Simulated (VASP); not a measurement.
A run of VASP 6.6.1:

Contents of POSCAR:

```
MgS
1.0
    0.0000000000      2.9950676979      2.8308768411
    2.9950676979      0.0000000000      2.8308768411
    2.9950676979      2.9950676979      0.0000000000
Mg S
1 1
Direct
    0.0000000000      0.0000000000      0.0000000000
    0.2500000000      0.2500000000      0.2500000000
```

Contents of INCAR.step1:

```
SYSTEM = MgS
  PREC = Accurate
  ENCUT = 520
  EDIFF = 1E-5
  ISMEAR = 0
  SIGMA = 0.01
  LREAL = .False.
  LASPH = .True.
  NELM = 100
  ALGO = Normal
  ISIF = 2
  LWAVE = .True.
  GGA = PE
  NBANDS = 11
```

The input INCAR.step2:

```
SYSTEM = MgS
  PREC = Accurate
  ENCUT = 520
  EDIFF = 1E-7
  ISMEAR = 0
  SIGMA = 0.01
  LREAL = .False.
  LASPH = .True.
  NELM = 100
  ALGO = Normal
  ISIF = 2
  LWAVE = .False.
  LCHARG = .True.
  GGA = PE
  LHFCALC = .True.
  HFSCREEN = 0.2079
  PRECFOCK = Normal
  LELF = .True.
  LVHAR = .True.
  ISTART = 1
  NBANDS = 11
```

Contents of KPOINTS:

```
Automatic mesh
0
Gamma
  6 6 6
  0 0 0
```

Potentials or basis: VASP PAW PBE potentials, release 64 (Mg, S).

The run is started by

```console
$ cat potpaw_PBE.64/Mg/POTCAR potpaw_PBE.64/S/POTCAR > POTCAR
$ cp INCAR.step1 INCAR
$ mpirun -np 1 vasp_std > vasp.out
$ cp INCAR.step2 INCAR
$ mpirun -np 1 vasp_std > vasp.out
```

Hardware: 1 thread of Intel(R) Xeon(R) Platinum 8175M CPU @ 2.50GHz (Skylake/Cascade Lake), with other jobs on the host.

Estimate the wall time of this run.

It took 29 min on 1 thread of Intel(R) Xeon(R) Platinum 8175M CPU @ 2.50GHz (Skylake/Cascade Lake), on a shared host, peak memory 0.3 GiB. Counts: k points 30.
